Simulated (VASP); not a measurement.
# B3C (Pm-3m) in VASP: single point with PBE

Aim: the single point of B3C with PBE.

Everything below comes from runs of VASP 6.6.1. Logs are shortened: lines on timing, memory, paths and dates and some standing lists are left out, and cuts for length are marked.

### 1 The cell of the first run

Symmetry: Pm-3m, No. 221, cubic system. Conventional cell: a = 2.909 Å, b = 2.909 Å, c = 2.909 Å, α = 90.00°, β = 90.00°, γ = 90.00°. B (site symmetry 4/mmm) has 8 B at 2.06 Å and 4 C at 2.06 Å within 2.7 Å. C (site symmetry m-3m) has 12 B at 2.06 Å within 2.7 Å.

### 2 Single point, PBE

The input, INCAR:

```
SYSTEM = B3C
PREC = Accurate
ENCUT = 520
EDIFF = 1E-6
ISMEAR = 0
SIGMA = 0.1
LREAL = .FALSE.
LASPH = .TRUE.
NELM = 100
ALGO = Normal
ISIF = 2
LWAVE = .FALSE.
LCHARG = .FALSE.
GGA = PE
NBANDS = 14
```

The input, KPOINTS:

```
Automatic mesh
0
G
  16 16 16
  0 0 0
```

The input, POSCAR:

```
B3C
1.0
    2.9086965328      0.0000000000      0.0000000000
    0.0000000000      2.9086965328      0.0000000000
    0.0000000000      0.0000000000      2.9086965328
B C
3 1
Direct
    0.0000000000      0.5000000000      0.5000000000
    0.5000000000      0.0000000000      0.5000000000
    0.5000000000      0.5000000000      0.0000000000
    0.0000000000      0.0000000000      0.0000000000
```

Potentials or basis: VASP PAW PBE potentials, release 64 (B, C).

Started as:

```console
$ cat potpaw_PBE.64/B/POTCAR potpaw_PBE.64/C/POTCAR > POTCAR
$ mpirun -np 1 vasp_std > vasp.out
```

OUTCAR:

```text
SYSTEM = B3C
   PREC = Accurate
   ENCUT = 520
   EDIFF = 1E-6
   ISMEAR = 0
   LREAL = .FALSE.
   LASPH = .TRUE.
   NELM = 100
   ISIF = 2
   GGA = PE

 ion  position               nearest neighbor table
   1  0.000  0.500  0.500-   2 2.06   3 2.06   4 2.06   3 2.06   4 2.06   2 2.06   4 2.06   4 2.06
                             2 2.06   3 2.06   3 2.06   2 2.06
   2  0.500  0.000  0.500-   1 2.06   3 2.06   4 2.06   3 2.06   4 2.06   1 2.06   3 2.06   3 2.06
                             1 2.06   4 2.06   4 2.06   1 2.06
   3  0.500  0.500  0.000-   1 2.06   2 2.06   4 2.06   1 2.06   2 2.06   2 2.06   4 2.06   2 2.06
                             1 2.06   4 2.06   1 2.06   4 2.06
   4  0.000  0.000  0.000-   1 2.06   2 2.06   3 2.06   1 2.06   2 2.06   1 2.06   3 2.06   1 2.06
                             2 2.06   3 2.06   2 2.06   3 2.06

  LATTYP: Found a simple cubic cell.
 ALAT       =     2.9086965328

  Lattice vectors:

 A1 = (   2.9086965328,   0.0000000000,   0.0000000000)
 A2 = (   0.0000000000,   2.9086965328,   0.0000000000)
 A3 = (   0.0000000000,   0.0000000000,   2.9086965328)

Analysis of symmetry for initial positions (statically):
=====================================================================
 Subroutine PRICEL returns:
 Original cell was already a primitive cell.

 Routine SETGRP: Setting up the symmetry group for a
 simple cubic supercell.

 Subroutine GETGRP returns: Found 48 space group operations
 (whereof 48 operations were pure point group operations)
 out of a pool of 48 trial point group operations.

The static configuration has the point symmetry O_h .

Analysis of symmetry for dynamics (positions and initial velocities):
=====================================================================
 Subroutine PRICEL returns:
 Original cell was already a primitive cell.

 Routine SETGRP: Setting up the symmetry group for a
 simple cubic supercell.

 Subroutine GETGRP returns: Found 48 space group operations
 (whereof 48 operations were pure point group operations)
 out of a pool of 48 trial point group operations.

The dynamic configuration has the point symmetry O_h .

 Subroutine INISYM returns: Found 48 space group operations
 (whereof 48 operations are pure point group operations),
 and found     1 'primitive' translations

----------------------------------------------------------------------------------------

                                     Primitive cell

  volume of cell :      24.6091

  direct lattice vectors                    reciprocal lattice vectors
     2.908696533  0.000000000  0.000000000     0.343796607  0.000000000  0.000000000
     0.000000000  2.908696533  0.000000000     0.000000000  0.343796607  0.000000000
[... 103 lines left out ...]
   EFERMI =   0.00;   METHOD = LEGACY
   ISMEAR =     0;   SIGMA  =   0.10  broadening in eV -4-tet -1-fermi 0-gaus
   EFERMI_NEDOS =   21; number of points for ismear=-14 and -15
   IALGO  =     38    algorithm
   IMIX   =      4    mixing-type and parameters
     AMIX     =   0.40;   BMIX     =  1.00
     AMIX_MAG =   1.60;   BMIX_MAG =  1.00
  volume/ion in A,a.u.               =       6.15        41.52
  Fermi-wavevector in a.u.,A,eV,Ry     =   1.323399  2.500862 23.829046  1.751385
  Thomas-Fermi vector in A             =   2.453010
   LORBIT       =      0    0 simple, 1 ext, 2 COOP (PROOUT), +10 PAW based schemes
   GGA     = PE    functional components
   LHFCALC =     F    Hartree Fock is set to
   AEXX    =    0.0000 exact exchange contribution
   IVDW    =     0    specifies the selected vdW correction
   LEPSILON=     F    determine dielectric tensor
   LRPA    =     F    only Hartree local field effects (RPA)
 non-spin polarized calculation
 Gauss-broadening in eV      SIGMA  =   0.10
  energy-cutoff  :      520.00
  volume of cell :       24.61
 maximum number of plane-waves:       691
 NGX is ok and might be reduce to    24
   NGX = 11   NGY = 11   NGZ = 11

 number of electron      13.0000001 magnetization

 Free energy of the ion-electron system (eV)
  ---------------------------------------------------
  ext. energy  EPLUGINS =         0.00000000
  ---------------------------------------------------
  free energy    TOTEN  =       -20.36019028 eV

  energy without entropy =      -20.35336369  energy(sigma->0) =      -20.35677698

 E-fermi :  10.3456     XC(G=0): -13.0033

 val. band max:       10.3421296630   @ k =   0.4375   0.3750   0.1250
 cond. band min:      10.3506434644   @ k =   0.4375   0.1250   0.0625
 fundamental gap:      0.0085138014
 Fermi energy:        10.3456061204

 k-point     1 :       0.0000    0.0000    0.0000
  band No.  band energies     occupation
      1      -9.4647      2.00000
      2       2.6894      2.00000
      3       2.6894      2.00000
      4       2.6894      2.00000
      5       5.9081      2.00000
      6       9.9702      2.00000
      7       9.9702      2.00000
      8      13.8628      0.00000
      9      13.8628      0.00000
     10      13.8628      0.00000
     11      16.1529      0.00000
     12      16.1529      0.00000
     13      16.1529      0.00000
     14      24.2038      0.00000
[... 377 lines left out ...]
      1      -6.3861      2.00000
      2      -4.7998      2.00000
      3       4.2801      2.00000
      4       5.3957      2.00000
      5       6.2163      2.00000
      6       7.7247      2.00000
      7      10.1246      1.99822
      8      11.0025      0.00000
      9      12.3055      0.00000
     10      14.9230      0.00000
     11      16.5486      0.00000
     12      17.0233      0.00000
     13      18.4754      0.00000
     14      18.9425      0.00000

 [... further k-points ...]
[... 5 lines left out ...]
  --------------------------------------------------------------------------------------
  -------------------------------------------------------------------------------------
  Total        0.0091868      0.0091868      0.0091868     -0.0000000     -0.0000000     -0.0000000
  in kB        0.5981074      0.5981074      0.5981074     -0.0000000     -0.0000000     -0.0000000
  external PRESSURE =       0.5981074 kB  Pullay stress =       0.0000000 kB

 VOLUME and BASIS-vectors are now :
 -----------------------------------------------------------------------------
  energy-cutoff  :      520.00
  volume of cell :       24.61
      direct lattice vectors                 reciprocal lattice vectors
     2.908696533  0.000000000  0.000000000     0.343796607  0.000000000  0.000000000
     0.000000000  2.908696533  0.000000000     0.000000000  0.343796607  0.000000000
     0.000000000  0.000000000  2.908696533     0.000000000  0.000000000  0.343796607

 POSITION                                       TOTAL-FORCE (eV/Angst)
 -----------------------------------------------------------------------------------
      0.00000      1.45435      1.45435         0.000000      0.000000      0.000000
      1.45435      0.00000      1.45435         0.000000      0.000000      0.000000
      1.45435      1.45435      0.00000         0.000000      0.000000      0.000000
      0.00000      0.00000      0.00000         0.000000      0.000000      0.000000
 -----------------------------------------------------------------------------------
    total drift:                                0.000000     -0.000000     -0.000000

  FREE ENERGIE OF THE ION-ELECTRON SYSTEM (eV)
  ---------------------------------------------------
  free  energy   TOTEN  =       -20.3601902756 eV

  energy  without entropy=      -20.3533636866  energy(sigma->0) =      -20.35677698
```

OSZICAR:

```text
N       E                     dE             d eps       ncg     rms          rms(c)
DAV:   1     0.148224478818E+02    0.14822E+02   -0.61099E+03  4620   0.842E+02
DAV:   2    -0.192099867423E+02   -0.34032E+02   -0.31299E+02  6080   0.152E+02
DAV:   3    -0.204080871393E+02   -0.11981E+01   -0.11816E+01  6112   0.226E+01
DAV:   4    -0.204145313687E+02   -0.64442E-02   -0.64392E-02  5122   0.170E+00
DAV:   5    -0.204145657372E+02   -0.34368E-04   -0.34365E-04  5846   0.102E-01    0.315E+00
DAV:   6    -0.203750739893E+02    0.39492E-01   -0.20198E-02  5394   0.831E-01    0.187E+00
DAV:   7    -0.203602834759E+02    0.14791E-01   -0.26796E-02  5670   0.100E+00    0.180E-01
DAV:   8    -0.203602057978E+02    0.77678E-04   -0.10062E-03  5142   0.234E-01    0.461E-02
DAV:   9    -0.203601895460E+02    0.16252E-04   -0.37991E-05  5904   0.441E-02    0.131E-02
DAV:  10    -0.203601902756E+02   -0.72964E-06   -0.19975E-06  4282   0.122E-02
   1 F= -.20360190E+02 E0= -.20356777E+02  d E =-.682659E-02
```

Wall time 16 s (1 thread of Intel Xeon Platinum 8488C (Sapphire Rapids), shared host); peak memory 0.17 GiB.

What came out:

```yaml
Free_energy: -20.3602 eV
Pressure: 0.1 GPa
```

Levels at points of the mesh, in eV from the Fermi level:
| k point | band 2 | band 3 | band 4 | band 5 | band 6 | band 7 | band 8 | band 9 | band 10 | band 11 |
| --- | --- | --- | --- | --- | --- | --- | --- | --- | --- | --- |
| (0.00, 0.00, 0.00) | -7.66 | -7.66 | -7.66 | -4.44 | -0.38 | -0.38 | 3.52 | 3.52 | 3.52 | 5.81 |
| (0.50, 0.00, 0.00) | -15.37 | -4.36 | -4.36 | -2.88 | -2.88 | -1.06 | -0.60 | 0.25 | 3.87 | 7.11 |
| (0.50, 0.50, 0.00) | -12.09 | -12.09 | -11.60 | -1.77 | 1.10 | 1.13 | 1.14 | 1.14 | 3.89 | 3.89 |
| (0.50, 0.50, 0.50) | -10.34 | -10.34 | -10.34 | -9.65 | -5.65 | -5.65 | -5.65 | 8.52 | 8.52 | 8.52 |
